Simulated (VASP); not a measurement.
# CdS (P6_3mc) in VASP: a series of runs

The runs below take CdS through single point, with PBE.

All numbers are computed with VASP 6.6.1; they aren't measurements. Logs are shortened: lines on timing, memory, paths and dates and some standing lists are left out, and cuts for length are marked.

### Step 1. The cell of the first run

Symmetry: P6_3mc, No. 186, hexagonal system. Conventional cell: a = 3.293 Å, b = 3.293 Å, c = 7.097 Å, α = 90.00°, β = 90.00°, γ = 120.00°. Cd (site symmetry 3m) has 4 S at 2.20 to 2.33 Å within 2.9 Å. S (site symmetry 3m) has 4 Cd at 2.20 to 2.33 Å within 2.9 Å.

### Step 2. Single point, PBE

Contents of INCAR:

```
SYSTEM = CdS
PREC = Accurate
ENCUT = 520
EDIFF = 1E-6
ISMEAR = 0
SIGMA = 0.02
LREAL = .FALSE.
LASPH = .TRUE.
NELM = 60
ALGO = Normal
ISIF = 2
LWAVE = .FALSE.
LCHARG = .FALSE.
GGA = PE
NBANDS = 26
```

Contents of KPOINTS:

```
regular mesh
0
G
  9 9 4
  0 0 0
```

Contents of POSCAR:

```
CdS
1.0
    3.2930459470      0.0000000000      0.0000000000
   -1.6465229735      2.8518614459      0.0000000000
    0.0000000000      0.0000000000      7.0970511318
Cd S
2 2
Direct
    0.6666666667      0.3333333333      0.5331967369
    0.3333333333      0.6666666667      0.0331967369
    0.6666666667      0.3333333333      0.8438032631
    0.3333333333      0.6666666667      0.3438032631
```

Potentials or basis: VASP PAW PBE potentials, release 64 (Cd, S).

On the command line:

```console
$ cat potpaw_PBE.64/Cd/POTCAR potpaw_PBE.64/S/POTCAR > POTCAR
$ mpirun -np 1 vasp_std > vasp.out
```

OUTCAR:

```text
SYSTEM = CdS
   PREC = Accurate
   ENCUT = 520
   EDIFF = 1E-6
   ISMEAR = 0
   LREAL = .FALSE.
   LASPH = .TRUE.
   NELM = 60
   ISIF = 2
   GGA = PE

 ion  position               nearest neighbor table
   1  0.667  0.333  0.533-   3 2.20   4 2.33   4 2.33   4 2.33
   2  0.333  0.667  0.033-   4 2.20   3 2.33   3 2.33   3 2.33
   3  0.667  0.333  0.844-   1 2.20   2 2.33   2 2.33   2 2.33
   4  0.333  0.667  0.344-   2 2.20   1 2.33   1 2.33   1 2.33

  LATTYP: Found a hexagonal cell.
 ALAT       =     3.2930459470
 C/A-ratio  =     2.1551631061

  Lattice vectors:

 A1 = (   3.2930459470,   0.0000000000,   0.0000000000)
 A2 = (  -1.6465229735,   2.8518614459,   0.0000000000)
 A3 = (   0.0000000000,   0.0000000000,   7.0970511318)

Analysis of symmetry for initial positions (statically):
=====================================================================
 Subroutine PRICEL returns:
 Original cell was already a primitive cell.

 Routine SETGRP: Setting up the symmetry group for a
 hexagonal supercell.

 Subroutine GETGRP returns: Found 12 space group operations
 (whereof  6 operations were pure point group operations)
 out of a pool of 24 trial point group operations.

The static configuration has the point symmetry C_3v.
 The point group associated with its full space group is C_6v.

Analysis of symmetry for dynamics (positions and initial velocities):
=====================================================================
 Subroutine PRICEL returns:
 Original cell was already a primitive cell.

 Routine SETGRP: Setting up the symmetry group for a
 hexagonal supercell.

 Subroutine GETGRP returns: Found 12 space group operations
 (whereof  6 operations were pure point group operations)
 out of a pool of 24 trial point group operations.

The dynamic configuration has the point symmetry C_3v.
 The point group associated with its full space group is C_6v.

 Subroutine INISYM returns: Found 12 space group operations
 (whereof  6 operations are pure point group operations),
 and found     1 'primitive' translations

----------------------------------------------------------------------------------------

                                     Primitive cell

  volume of cell :      66.6506

  direct lattice vectors                    reciprocal lattice vectors
     3.293045947  0.000000000  0.000000000     0.303670224  0.175324086  0.000000000
    -1.646522973  2.851861446  0.000000000     0.000000000  0.350648171  0.000000000
     0.000000000  0.000000000  7.097051132     0.000000000  0.000000000  0.140903592

  length of vectors
     3.293045947  3.293045947  7.097051132     0.350648171  0.350648171  0.140903592

  position of ions in fractional coordinates (direct lattice)
     0.666666667  0.333333333  0.533196737
     0.333333333  0.666666667  0.033196737
     0.666666667  0.333333333  0.843803263
     0.333333333  0.666666667  0.343803263

  ion indices of the primitive-cell ions
   primitive index   ion index
                 1           1
                 2           2
                 3           3
                 4           4

----------------------------------------------------------------------------------------

 KPOINTS: regular mesh

Automatic generation of k-mesh.
 Grid dimensions read from file:
 generate k-points for:    9    9    4

 Generating k-lattice:

  Cartesian coordinates                     Fractional coordinates (reciprocal lattice)
     0.033741136  0.019480454  0.000000000     0.111111111  0.000000000  0.000000000
     0.000000000  0.038960908  0.000000000     0.000000000  0.111111111  0.000000000
     0.000000000  0.000000000  0.035225898     0.000000000  0.000000000  0.250000000

  Length of vectors
     0.038960908  0.038960908  0.035225898

  Shift w.r.t. Gamma in fractional coordinates (k-lattice)
     0.000000000  0.000000000  0.000000000

 Subroutine IBZKPT returns following result:
 ===========================================

 Found     36 irreducible k-points:

 Following reciprocal coordinates:
            Coordinates               Weight
  0.000000  0.000000  0.000000      1.000000
  0.111111  0.000000  0.000000      6.000000
  0.222222  0.000000  0.000000      6.000000
  0.333333  0.000000  0.000000      6.000000
  0.444444  0.000000  0.000000      6.000000
  0.111111  0.111111  0.000000      6.000000
[... 16 lines left out ...]
  0.333333  0.222222  0.250000     24.000000
  0.333333  0.333333  0.250000      4.000000
 [... further k-points ...]
   k-points           NKPTS =     36   k-points in BZ     NKDIM =     36   number of bands    NBANDS=     26
   number of dos      NEDOS =    301   number of ions     NIONS =      4
   total plane-waves  NPLWV =  31104
   dimension x,y,z NGX =    24 NGY =   24 NGZ =   54
   dimension x,y,z NGXF=    48 NGYF=   48 NGZF=  108
   ions per type =               2   2
   NGX,Y,Z   is equivalent  to a cutoff of  12.12, 12.12, 12.65 a.u.
   NGXF,Y,Z  is equivalent  to a cutoff of  24.23, 24.23, 25.30 a.u.
 SYSTEM =  CdS
   PREC   = accura    normal or accurate (medium, high low for compatibility)
   ISTART =      0    job   : 0-new  1-cont  2-samecut
   ICHARG =      2    charge: 1-file 2-atom 10-const
   ISPIN  =      1    spin polarized calculation?
   LNONCOLLINEAR =      F non collinear calculations
   LSORBIT =      F    spin-orbit coupling
   LASPH  =      T    aspherical Exc in radial PAW
   ENCUT  =  520.0 eV  38.22 Ry    6.18 a.u.   6.12  6.12 13.20*2*pi/ulx,y,z
   NELM   =     60;   NELMIN=  2; NELMDL= -5     # of ELM steps
   EDIFF  = 0.1E-05   stopping-criterion for ELM
   LREAL  =      F    real-space projection
   EDIFFG = 0.1E-04   stopping-criterion for IOM
   NSW    =      0    number of steps for IOM
   IBRION =     -1    ionic relax: 0-MD 1-quasi-New 2-CG
   NFREE  =      0    steps in history (QN), initial steepest desc. (CG)
   ISIF   =      2    stress and relaxation
   ISYM   =      2    0-nonsym 1-usesym 2-fastsym
   POTIM  = 0.5000    time-step for ionic-motion
   TEBEG  =    0.0;   TEEND  =   0.0 temperature during run
   PSTRESS=    0.0 pullay stress
   NELECT =      36.0000    total number of electrons
   NUPDOWN=      -1.0000    fix difference up-down
   EMIN   =  10.00;   EMAX   =-10.00  energy-range for DOS
   EFERMI =   0.00;   METHOD = LEGACY
   ISMEAR =     0;   SIGMA  =   0.02  broadening in eV -4-tet -1-fermi 0-gaus
   EFERMI_NEDOS =   21; number of points for ismear=-14 and -15
   IALGO  =     38    algorithm
   IMIX   =      4    mixing-type and parameters
     AMIX     =   0.40;   BMIX     =  1.00
     AMIX_MAG =   1.60;   BMIX_MAG =  1.00
  volume/ion in A,a.u.               =      16.66       112.45
  Fermi-wavevector in a.u.,A,eV,Ry     =   1.333238  2.519454 24.184669  1.777523
  Thomas-Fermi vector in A             =   2.462111
   LORBIT       =      0    0 simple, 1 ext, 2 COOP (PROOUT), +10 PAW based schemes
   GGA     = PE    functional components
   LHFCALC =     F    Hartree Fock is set to
   AEXX    =    0.0000 exact exchange contribution
   IVDW    =     0    specifies the selected vdW correction
   LEPSILON=     F    determine dielectric tensor
   LRPA    =     F    only Hartree local field effects (RPA)
 non-spin polarized calculation
 Gauss-broadening in eV      SIGMA  =   0.02
  energy-cutoff  :      520.00
  volume of cell :       66.65
 maximum number of plane-waves:      1812
   NGX = 13   NGY = 13   NGZ = 27

 number of electron      35.9999987 magnetization

 Free energy of the ion-electron system (eV)
  ---------------------------------------------------
  ext. energy  EPLUGINS =         0.00000000
  ---------------------------------------------------
  free energy    TOTEN  =        -7.64482969 eV

  energy without entropy =       -7.64476004  energy(sigma->0) =       -7.64479487

 E-fermi :   6.2368     XC(G=0): -11.3008

 val. band max:        6.2367857305   @ k =   0.0000   0.0000   0.0000
 cond. band min:       6.2367858950   @ k =   0.0000   0.0000   0.0000
 fundamental gap:      0.0000001644
 Fermi energy:         6.2367858127

 k-point     1 :       0.0000    0.0000    0.0000
  band No.  band energies     occupation
      1      -9.7419      2.00000
      2      -8.8584      2.00000
      3      -4.6182      2.00000
      4      -3.9247      2.00000
      5      -3.9247      2.00000
      6      -3.8030      2.00000
[... 18 lines left out ...]
     25      14.7748      0.00000
     26      14.7748      0.00000

 k-point     2 :       0.1111    0.0000    0.0000
  band No.  band energies     occupation
      1      -9.6112      2.00000
      2      -8.7784      2.00000
      3      -4.5802      2.00000
      4      -3.9394      2.00000
      5      -3.8937      2.00000
      6      -3.8337      2.00000
[... 18 lines left out ...]
     25      14.1629      0.00000
     26      15.1928      0.00000

 k-point     3 :       0.2222    0.0000    0.0000
  band No.  band energies     occupation
      1      -9.2592      2.00000
      2      -8.5720      2.00000
      3      -4.5517      2.00000
      4      -4.0022      2.00000
      5      -3.8624      2.00000
      6      -3.8321      2.00000
[... 18 lines left out ...]
     25      14.3663      0.00000
     26      15.5386      0.00000

 k-point     4 :       0.3333    0.0000    0.0000
  band No.  band energies     occupation
      1      -8.8146      2.00000
      2      -8.3313      2.00000
      3      -4.5673      2.00000
      4      -4.1103      2.00000
      5      -3.8885      2.00000
      6      -3.8885      2.00000
[... 18 lines left out ...]
     25      14.2572      0.00000
     26      17.3770      0.00000
[... 496 lines left out ...]
      1      -8.5489      2.00000
      2      -8.2912      2.00000
      3      -4.4167      2.00000
      4      -4.1512      2.00000
      5      -4.0534      2.00000
      6      -3.7802      2.00000
[... 18 lines left out ...]
     25      14.7031      0.00000
     26      15.2361      0.00000

 k-point    23 :       0.3333    0.2222    0.2500
  band No.  band energies     occupation
      1      -8.2997      2.00000
      2      -8.1680      2.00000
      3      -4.3219      2.00000
      4      -4.2404      2.00000
      5      -4.1264      2.00000
      6      -3.8270      2.00000
[... 18 lines left out ...]
     25      14.4785      0.00000
     26      15.0377      0.00000

 k-point    24 :       0.3333    0.3333    0.2500
  band No.  band energies     occupation
      1      -8.1696      2.00000
      2      -8.1696      2.00000
      3      -4.3153      2.00000
      4      -4.1871      2.00000
      5      -4.1871      2.00000
      6      -3.8694      2.00000
[... 18 lines left out ...]
     25      15.7244      0.00000
     26      16.1942      0.00000

 [... further k-points ...]

------------------------ aborting loop because EDIFF is reached ----------------------------------------

  FORCE on cell =-STRESS in cart. coord.  units (eV):
  Direction    XX          YY          ZZ          XY          YZ          ZX
  --------------------------------------------------------------------------------------
  -------------------------------------------------------------------------------------
  Total       21.3378664     21.3378664     21.7595228      0.0000000      0.0000000      0.0000000
  in kB      512.9292046    512.9292046    523.0651702      0.0000000      0.0000000      0.0000000
  external PRESSURE =     516.3078598 kB  Pullay stress =       0.0000000 kB

 VOLUME and BASIS-vectors are now :
 -----------------------------------------------------------------------------
  energy-cutoff  :      520.00
  volume of cell :       66.65
      direct lattice vectors                 reciprocal lattice vectors
     3.293045947  0.000000000  0.000000000     0.303670224  0.175324086  0.000000000
    -1.646522973  2.851861446  0.000000000     0.000000000  0.350648171  0.000000000
     0.000000000  0.000000000  7.097051132     0.000000000  0.000000000  0.140903592

 POSITION                                       TOTAL-FORCE (eV/Angst)
 -----------------------------------------------------------------------------------
      1.64652      0.95062      3.78412        -0.000000      0.000000      0.018359
     -0.00000      1.90124      0.23560         0.000000      0.000000      0.018359
      1.64652      0.95062      5.98851        -0.000000     -0.000000     -0.018359
     -0.00000      1.90124      2.43999        -0.000000      0.000000     -0.018359
 -----------------------------------------------------------------------------------
    total drift:                               -0.000000     -0.000000     -0.000572

  FREE ENERGIE OF THE ION-ELECTRON SYSTEM (eV)
  ---------------------------------------------------
  free  energy   TOTEN  =        -7.6448296925 eV

  energy  without entropy=       -7.6447600395  energy(sigma->0) =       -7.64479487
```

Wall time 37 s (1 thread of Intel Xeon Platinum 8488C (Sapphire Rapids), shared host); peak memory 0.2 GiB.

What came out:

| Item | Value |
| --- | --- |
| Free energy | -7.6448 eV |
| Pressure | 51.6 GPa |
| Largest force | 0.018 eV/Å |
| Band gap on the k mesh | zero (filled and empty bands touch) |

Forces in eV/Å, atoms in the order of the input:
```
Cd   0.000  0.000  0.018
Cd   0.000  0.000  0.018
S    0.000  0.000 -0.018
S    0.000  0.000 -0.018
```

### Step 3. Single point, PBE

This run uses another cell than the first one, of 19.95 Å³/atom, 1.197 times its volume.

Contents of INCAR:

```
ALGO = Normal
EDIFF = 1E-6
ENCUT = 520
GGA = PE
ISIF = 2
ISMEAR = 0
LASPH = T
LCHARG = F
LREAL = F
LWAVE = F
NBANDS = 26
NELM = 100
PREC = Accurate
SIGMA = 0.02
```

Contents of KPOINTS:

```
k-points
0
Gamma
  9 9 4
```

Contents of POSCAR:

```
CdS
1.0
    3.7399265001      0.0000000000      0.0000000000
   -1.8699632500      3.2388713574      0.0000000000
    0.0000000000      0.0000000000      6.5874198671
Cd S
2 2
Direct
    0.6666666667      0.3333333333      0.5117528118
    0.3333333333      0.6666666667      0.0117528118
    0.6666666667      0.3333333333      0.8652471882
    0.3333333333      0.6666666667      0.3652471882
```

Potentials or basis: VASP PAW PBE potentials, release 64 (Cd, S).

On the command line:

```console
$ cat potpaw_PBE.64/Cd/POTCAR potpaw_PBE.64/S/POTCAR > POTCAR
$ mpirun -np 1 vasp_std > vasp.out
```

Run time: 60 s. Hardware: 1 thread of Intel Xeon Platinum 8488C (Sapphire Rapids), shared host; peak memory 0.22 GiB.

It converged, with:

| Item | Value |
| --- | --- |
| Free energy | -10.6814 eV |
| Pressure | 25.9 GPa |
| Largest force | 0.003 eV/Å |
| Band gap on the k mesh | 1.42 eV, direct |

Forces on the atoms (eV/Å):
```
Cd   0.000  0.000  0.003
Cd   0.000  0.000  0.003
S    0.000  0.000 -0.003
S    0.000  0.000 -0.003
```

Stress tensor (GPa, compression positive):
```
25.88  0.00  0.00
 0.00 25.88  0.00
 0.00  0.00 26.05
```

Levels at points of the mesh, in eV from the valence-band top:
```
           k point  band 15  band 16  band 17  band 18  band 19  band 20  band 21  band 22
(0.00, 0.00, 0.00)    -1.06    -0.46     0.00     0.00     1.42     3.63     5.85     6.71
(0.00, 0.00, 0.50)    -0.56    -0.56    -0.56    -0.56     3.40     3.40     6.10     6.10
```

A hybrid or GW would open this gap; PBE tends to underestimate it.

[end of part 1 of 2]
